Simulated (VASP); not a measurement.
# Ta (Im-3m) in VASP: further runs

Runs on Ta. Level: r2SCAN. Tasks: single point.

Everything below comes from runs of VASP 6.6.1. Logs are shortened: lines on timing, memory, paths and dates and some standing lists are left out, and cuts for length are marked.

## (1) The cell of the first run

The structure is cubic, space group Im-3m (No. 229). The conventional cell has a = 3.113 Å, b = 3.113 Å, c = 3.113 Å, α = 90.00°, β = 90.00°, γ = 90.00°. Within 3.6 Å of Ta (site symmetry m-3m) lie 14 Ta at 2.70 to 3.11 Å.

## (2) Single point, r2SCAN

POSCAR reads:

```
Ta
1.0
   -1.5566031478      1.5566031478      1.5566031478
    1.5566031478     -1.5566031478      1.5566031478
    1.5566031478      1.5566031478     -1.5566031478
Ta
1
Direct
    0.0000000000      0.0000000000      0.0000000000
```

INCAR.step1 reads:

```
PREC     = Accurate       # precision mode
ENCUT    = 520            # plane-wave cutoff, eV
ISMEAR   = 0              # smearing method
SIGMA    = 0.1            # smearing width, eV
LREAL    = F              # projectors in reciprocal space
LASPH    = T              # aspherical terms in the spheres
NELM     = 100            # most SCF steps
NBANDS   = 12             # bands
GGA      = PE             # functional
ALGO     = Normal         # electronic algorithm
EDIFF    = 1E-4           # SCF threshold, eV
LWAVE    = T              # write WAVECAR
LCHARG   = F              # write CHGCAR
```

INCAR.step2 reads:

```
PREC     = Accurate       # precision mode
ENCUT    = 520            # plane-wave cutoff, eV
EDIFF    = 1E-6           # SCF threshold, eV
ISMEAR   = 0              # smearing method
SIGMA    = 0.1            # smearing width, eV
LREAL    = F              # projectors in reciprocal space
LASPH    = T              # aspherical terms in the spheres
NELM     = 100            # most SCF steps
ALGO     = Normal         # electronic algorithm
ISIF     = 2              # what is computed and relaxed
LWAVE    = F              # write WAVECAR
LCHARG   = F              # write CHGCAR
METAGGA  = R2SCAN         # meta-GGA
LMIXTAU  = T            
NBANDS   = 12             # bands
ISTART   = 1
```

KPOINTS reads:

```
regular mesh
0
Gamma
  8 8 8
```

Potentials or basis: VASP PAW PBE potentials, release 64 (Ta_pv).

Run with:

```
$ cat potpaw_PBE.64/Ta_pv/POTCAR > POTCAR
$ cp INCAR.step1 INCAR
$ mpirun -np 1 vasp_std > vasp.out
$ cp INCAR.step2 INCAR
$ mpirun -np 1 vasp_std > vasp.out
```

OUTCAR:

```text
PREC = Accurate
   ENCUT = 520
   EDIFF = 1E-6
   ISMEAR = 0
   LREAL = F
   LASPH = T
   NELM = 100
   ISIF = 2
   METAGGA = R2SCAN
   ISTART = 1

 ion  position               nearest neighbor table
   1  0.000  0.000  0.000-

  LATTYP: Found a body centered cubic cell.
 ALAT       =     3.1132062956

  Lattice vectors:

 A1 = (  -1.5566031478,   1.5566031478,   1.5566031478)
 A2 = (   1.5566031478,  -1.5566031478,   1.5566031478)
 A3 = (   1.5566031478,   1.5566031478,  -1.5566031478)

Analysis of symmetry for initial positions (statically):
=====================================================================
 Subroutine PRICEL returns:
 Original cell was already a primitive cell.

 Routine SETGRP: Setting up the symmetry group for a
 body centered cubic supercell.

 Subroutine GETGRP returns: Found 48 space group operations
 (whereof 48 operations were pure point group operations)
 out of a pool of 48 trial point group operations.

The static configuration has the point symmetry O_h .

Analysis of symmetry for dynamics (positions and initial velocities):
=====================================================================
 Subroutine PRICEL returns:
 Original cell was already a primitive cell.

 Routine SETGRP: Setting up the symmetry group for a
 body centered cubic supercell.

 Subroutine GETGRP returns: Found 48 space group operations
 (whereof 48 operations were pure point group operations)
 out of a pool of 48 trial point group operations.

The dynamic configuration has the point symmetry O_h .

 Subroutine INISYM returns: Found 48 space group operations
 (whereof 48 operations are pure point group operations),
 and found     1 'primitive' translations

----------------------------------------------------------------------------------------

                                     Primitive cell

  volume of cell :      15.0867

  direct lattice vectors                    reciprocal lattice vectors
    -1.556603148  1.556603148  1.556603148     0.000000000  0.321212250  0.321212250
     1.556603148 -1.556603148  1.556603148     0.321212250  0.000000000  0.321212250
     1.556603148  1.556603148 -1.556603148     0.321212250  0.321212250  0.000000000

  length of vectors
     2.696115739  2.696115739  2.696115739     0.454262721  0.454262721  0.454262721

  position of ions in fractional coordinates (direct lattice)
     0.000000000  0.000000000  0.000000000

  ion indices of the primitive-cell ions
   primitive index   ion index
                 1           1

----------------------------------------------------------------------------------------

 KPOINTS: regular mesh

Automatic generation of k-mesh.
 Grid dimensions read from file:
 generate k-points for:    8    8    8

 Generating k-lattice:

  Cartesian coordinates                     Fractional coordinates (reciprocal lattice)
     0.000000000  0.040151531  0.040151531     0.125000000  0.000000000  0.000000000
     0.040151531  0.000000000  0.040151531     0.000000000  0.125000000  0.000000000
     0.040151531  0.040151531  0.000000000     0.000000000  0.000000000  0.125000000

  Length of vectors
     0.056782840  0.056782840  0.056782840

  Shift w.r.t. Gamma in fractional coordinates (k-lattice)
     0.000000000  0.000000000  0.000000000

 Subroutine IBZKPT returns following result:
 ===========================================

 Found     29 irreducible k-points:

 Following reciprocal coordinates:
            Coordinates               Weight
  0.000000  0.000000  0.000000      1.000000
  0.125000  0.000000  0.000000     12.000000
  0.250000  0.000000  0.000000     12.000000
  0.375000  0.000000  0.000000     12.000000
  0.500000  0.000000  0.000000      6.000000
  0.125000  0.125000  0.000000     24.000000
[... 16 lines left out ...]
 -0.250000  0.250000  0.250000      6.000000
 -0.375000  0.375000  0.250000     24.000000
 [... further k-points ...]
   k-points           NKPTS =     29   k-points in BZ     NKDIM =     29   number of bands    NBANDS=     12
   number of dos      NEDOS =    301   number of ions     NIONS =      1
   total plane-waves  NPLWV =   8000
   dimension x,y,z NGX =    20 NGY =   20 NGZ =   20
   dimension x,y,z NGXF=    40 NGYF=   40 NGZF=   40
   ions per type =               1
   NGX,Y,Z   is equivalent  to a cutoff of  12.33, 12.33, 12.33 a.u.
   NGXF,Y,Z  is equivalent  to a cutoff of  24.66, 24.66, 24.66 a.u.
 SYSTEM =  unknown system
   PREC   = accura    normal or accurate (medium, high low for compatibility)
   ISTART =      1    job   : 0-new  1-cont  2-samecut
   ICHARG =      0    charge: 1-file 2-atom 10-const
   ISPIN  =      1    spin polarized calculation?
   LNONCOLLINEAR =      F non collinear calculations
   LSORBIT =      F    spin-orbit coupling
   LASPH  =      T    aspherical Exc in radial PAW
   ENCUT  =  520.0 eV  38.22 Ry    6.18 a.u.   5.01  5.01  5.01*2*pi/ulx,y,z
   NELM   =    100;   NELMIN=  2; NELMDL=  0     # of ELM steps
   EDIFF  = 0.1E-05   stopping-criterion for ELM
   LREAL  =      F    real-space projection
   EDIFFG = 0.1E-04   stopping-criterion for IOM
   NSW    =      0    number of steps for IOM
   IBRION =     -1    ionic relax: 0-MD 1-quasi-New 2-CG
   NFREE  =      0    steps in history (QN), initial steepest desc. (CG)
   ISIF   =      2    stress and relaxation
   ISYM   =      2    0-nonsym 1-usesym 2-fastsym
   POTIM  = 0.5000    time-step for ionic-motion
   TEBEG  =    0.0;   TEEND  =   0.0 temperature during run
   PSTRESS=    0.0 pullay stress
   NELECT =      11.0000    total number of electrons
   NUPDOWN=      -1.0000    fix difference up-down
   EMIN   =  10.00;   EMAX   =-10.00  energy-range for DOS
   EFERMI =   0.00;   METHOD = LEGACY
   ISMEAR =     0;   SIGMA  =   0.10  broadening in eV -4-tet -1-fermi 0-gaus
   EFERMI_NEDOS =   21; number of points for ismear=-14 and -15
   IALGO  =     38    algorithm
   IMIX   =      4    mixing-type and parameters
     AMIX     =   0.40;   BMIX     =  1.00
     AMIX_MAG =   1.60;   BMIX_MAG =  1.00
  volume/ion in A,a.u.               =      15.09       101.81
  Fermi-wavevector in a.u.,A,eV,Ry     =   1.473470  2.784454 29.539778  2.171112
  Thomas-Fermi vector in A             =   2.588359
   LORBIT       =      0    0 simple, 1 ext, 2 COOP (PROOUT), +10 PAW based schemes
   METAGGA = R2SCAN    functional components
   LHFCALC =     F    Hartree Fock is set to
   AEXX    =    0.0000 exact exchange contribution
   IVDW    =     0    specifies the selected vdW correction
   LEPSILON=     F    determine dielectric tensor
   LRPA    =     F    only Hartree local field effects (RPA)
 non-spin polarized calculation
 Gauss-broadening in eV      SIGMA  =   0.10
  energy-cutoff  :      520.00
  volume of cell :       15.09
 maximum number of plane-waves:       420
   NGX =  9   NGY =  9   NGZ =  9

 number of electron      11.0000003 magnetization

 Free energy of the ion-electron system (eV)
  ---------------------------------------------------
  ext. energy  EPLUGINS =         0.00000000
  ---------------------------------------------------
  free energy    TOTEN  =       -48.20769679 eV

  energy without entropy =      -48.20386873  energy(sigma->0) =      -48.20578276

 E-fermi :   6.7021     XC(G=0): -14.8393

 val. band max:        6.6550660173   @ k =   0.2500   0.0000   0.0000
 cond. band min:       6.7286730280   @ k =  -0.2500   0.2500   0.1250
 fundamental gap:      0.0736070107
 Fermi energy:         6.7020607522

 k-point     1 :       0.0000    0.0000    0.0000
  band No.  band energies     occupation
      1     -26.6347      2.00000
      2     -26.6347      2.00000
      3     -26.6347      2.00000
      4      -2.0957      2.00000
      5       7.6409      0.00000
      6       7.6409      0.00000
      7       7.6409      0.00000
      8      11.7797      0.00000
      9      11.7797      0.00000
     10      19.7783      0.00000
     11      23.5019      0.00000
     12      23.5019      0.00000

 k-point     2 :       0.1250    0.0000    0.0000
  band No.  band energies     occupation
      1     -26.9886      2.00000
      2     -26.7371      2.00000
      3     -26.6384      2.00000
      4      -1.2166      2.00000
      5       7.0691      0.00000
      6       7.3898      0.00000
      7       8.5255      0.00000
      8      11.0362      0.00000
      9      11.7786      0.00000
     10      19.7782      0.00000
     11      24.2636      0.00000
     12      25.0096      0.00000

 k-point     3 :       0.2500    0.0000    0.0000
  band No.  band energies     occupation
      1     -27.7814      2.00000
      2     -26.9773      2.00000
      3     -26.6477      2.00000
      4       0.6839      2.00000
      5       5.9217      2.00000
      6       6.6551      1.49370
      7      11.0214      0.00000
      8      11.0581      0.00000
      9      11.9995      0.00000
     10      19.7783      0.00000
     11      24.2712      0.00000
     12      27.2442      0.00000

 k-point     4 :       0.3750    0.0000    0.0000
  band No.  band energies     occupation
      1     -28.5035      2.00000
      2     -27.2080      2.00000
      3     -26.6574      2.00000
      4       1.4879      2.00000
      5       4.9856      2.00000
      6       7.7550      0.00000
      7      11.8081      0.00000
      8      12.6286      0.00000
      9      14.5357      0.00000
     10      19.7783      0.00000
     11      21.6531      0.00000
     12      24.0730      0.00000

 k-point     5 :       0.5000    0.0000    0.0000
  band No.  band energies     occupation
      1     -28.7856      2.00000
      2     -27.3010      2.00000
      3     -26.6615      2.00000
      4       1.3815      2.00000
      5       4.6404      2.00000
      6       9.4151      0.00000
      7      11.8278      0.00000
      8      13.1015      0.00000
      9      16.8316      0.00000
     10      19.7782      0.00000
     11      20.2554      0.00000
     12      22.4821      0.00000
[... 228 lines left out ...]
      1     -28.1864      2.00000
      2     -28.1864      2.00000
      3     -27.0423      2.00000
      4       4.6243      2.00000
      5       4.6243      2.00000
      6       4.9007      2.00000
      7      12.5006      0.00000
      8      12.5006      0.00000
      9      19.3448      0.00000
     10      19.7787      0.00000
     11      22.1841      0.00000
     12      22.1841      0.00000

 k-point    22 :       0.2500    0.2500    0.2500
  band No.  band energies     occupation
      1     -27.7480      2.00000
      2     -27.7480      2.00000
      3     -27.7480      2.00000
      4       5.4303      2.00000
      5       5.4303      2.00000
      6       5.4303      2.00000
      7      13.3548      0.00000
      8      13.3548      0.00000
      9      16.8455      0.00000
     10      19.7782      0.00000
     11      22.6315      0.00000
     12      22.6315      0.00000

 k-point    23 :      -0.2500    0.2500    0.2500
  band No.  band energies     occupation
      1     -27.8337      2.00000
      2     -27.3531      2.00000
      3     -27.3531      2.00000
      4       2.9477      2.00000
      5       5.2179      2.00000
      6       8.3449      0.00000
      7       8.3449      0.00000
      8      10.7613      0.00000
      9      13.4670      0.00000
     10      19.7783      0.00000
     11      24.1246      0.00000
     12      30.6710      0.00000

 k-point    24 :      -0.3750    0.3750    0.2500
  band No.  band energies     occupation
      1     -28.2395      2.00000
      2     -27.6049      2.00000
      3     -27.4276      2.00000
      4       3.4011      2.00000
      5       4.1468      2.00000
      6       8.3406      0.00000
      7       9.2578      0.00000
      8      13.6741      0.00000
      9      14.2310      0.00000
     10      19.7784      0.00000
     11      24.3844      0.00000
     12      27.2556      0.00000

 [... further k-points ...]
[... 5 lines left out ...]
  --------------------------------------------------------------------------------------
  -------------------------------------------------------------------------------------
  Total        4.8488054      4.8488054      4.8488054     -0.0000000      0.0000000     -0.0000000
  in kB      514.9340752    514.9340752    514.9340752     -0.0000000      0.0000000     -0.0000000
  external PRESSURE =     514.9340752 kB  Pullay stress =       0.0000000 kB

 VOLUME and BASIS-vectors are now :
 -----------------------------------------------------------------------------
  energy-cutoff  :      520.00
  volume of cell :       15.09
      direct lattice vectors                 reciprocal lattice vectors
    -1.556603148  1.556603148  1.556603148     0.000000000  0.321212250  0.321212250
     1.556603148 -1.556603148  1.556603148     0.321212250  0.000000000  0.321212250
     1.556603148  1.556603148 -1.556603148     0.321212250  0.321212250  0.000000000

 POSITION                                       TOTAL-FORCE (eV/Angst)
 -----------------------------------------------------------------------------------
      0.00000      0.00000      0.00000        -0.000000     -0.000000     -0.000000
 -----------------------------------------------------------------------------------
    total drift:                               -0.000000     -0.000000     -0.000000

  FREE ENERGIE OF THE ION-ELECTRON SYSTEM (eV)
  ---------------------------------------------------
  free  energy   TOTEN  =       -48.2076967873 eV

  energy  without entropy=      -48.2038687255  energy(sigma->0) =      -48.20578276
```

Wall time 16 s (1 thread of AMD EPYC 7R13 (Zen 3), shared host); peak memory 0.1 GiB.

Results:

* Free energy: -48.2077 eV
* Pressure: 51.5 GPa
* Band gap on the k mesh: zero (an odd number of electrons rules out a gap without spin polarisation)

Caveat: the cell stands under pressure; the PAW data sets were made with another functional, which shifts forces and pressure a little; spin-orbit coupling is left out, which moves the levels of the heavy elements.

## (3) Single point, r2SCAN

POSCAR is that of step 2.

INCAR.step1 reads:

```
SYSTEM = Ta
ALGO = Normal ; EDIFF = 1E-4
ENCUT = 520 ; GGA = PE
ISMEAR = 0 ; LASPH = .True.
LCHARG = .False. ; LREAL = .False.
LWAVE = .True. ; NBANDS = 12
NELM = 60 ; PREC = Accurate
SIGMA = 0.1
```

INCAR.step2 reads:

```
SYSTEM = Ta
ALGO = Normal ; EDIFF = 1E-6
ENCUT = 520 ; ISIF = 2
ISMEAR = 0 ; ISTART = 1
LASPH = .True. ; LCHARG = .False.
LMIXTAU = .True. ; LREAL = .False.
LWAVE = .False. ; METAGGA = R2SCAN
NBANDS = 12 ; NELM = 60
PREC = Accurate ; SIGMA = 0.1
```

KPOINTS reads:

```
k-points
0
Gamma
  8 8 8
  0 0 0
```

Potentials or basis: VASP PAW PBE potentials, release 64 (Ta_pv).

Run with:

```
$ cat potpaw_PBE.64/Ta_pv/POTCAR > POTCAR
$ cp INCAR.step1 INCAR
$ mpirun -np 1 vasp_std > vasp.out
$ cp INCAR.step2 INCAR
$ mpirun -np 1 vasp_std > vasp.out
```

Run time: 17 s. Hardware: 1 thread of AMD EPYC 7R13 (Zen 3), shared host; peak memory 0.1 GiB.

It converged, with:

| Quantity | Value |
| --- | --- |
| Free energy | -48.2077 eV |
| Pressure | 51.5 GPa |
| Band gap on the k mesh | zero (an odd number of electrons rules out a gap without spin polarisation) |

Levels at points of the mesh, in eV from the Fermi level:
```csv
k point,band 3,band 4,band 5,band 6,band 7,band 8
"(0.00, 0.00, 0.00)",-33.34,-8.80,0.94,0.94,0.94,5.08
"(0.50, 0.00, 0.00)",-33.36,-5.32,-2.06,2.71,5.13,6.40
"(0.50, 0.50, 0.50)",-34.79,-5.07,-5.07,8.82,8.82,8.82
```

Caveat: the cell stands under pressure; the PAW data sets were made with another functional, which shifts forces and pressure a little; spin-orbit coupling is left out, which moves the levels of the heavy elements.

(Part 1 of 2 ends here.)

The gap in the log of VASP goes by the Fermi energy; the results here count the filled bands.